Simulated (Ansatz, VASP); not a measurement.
## One calculation of I, two programs

```
I
1.0
     2.37739   -3.63429   -0.15988
     2.37739    3.63429   -0.15988
    -1.66807    0.00000    2.41857
I
1
Direct
  0.50000 0.50000 0.50000
```

Alike in both runs: functional PBE; dispersion D3(BJ); k mesh 12 × 12 × 18; occupations gaussian, width 0.1 eV; no spin polarisation.

Ansatz relaxed the structure, and its values are those at the end. VASP's run is a single point on that final structure, the one shown.

```csv
,VASP,Ansatz
version,VASP 6.6.1,Ansatz 0.2.0
potentials or method,"VASP PAW PBE potentials, release 64 (I), cutoff 520 eV","scalar-relativistic, plane waves, PAW"
valence electrons in the cell,7,17
```

```csv
,VASP,Ansatz,Ansatz less VASP
gap on the k mesh at the Fermi level (eV),none,none,-
pressure (GPa),-0.1,0.0,+0.05
```

A gap of «none» marks a metal or a gap that the smearing closes. VASP's potentials hold 7 valence electrons a cell and Ansatz's 17, so a difference there can come from the potentials and not from the codes.

Neither program's run includes spin-orbit coupling.
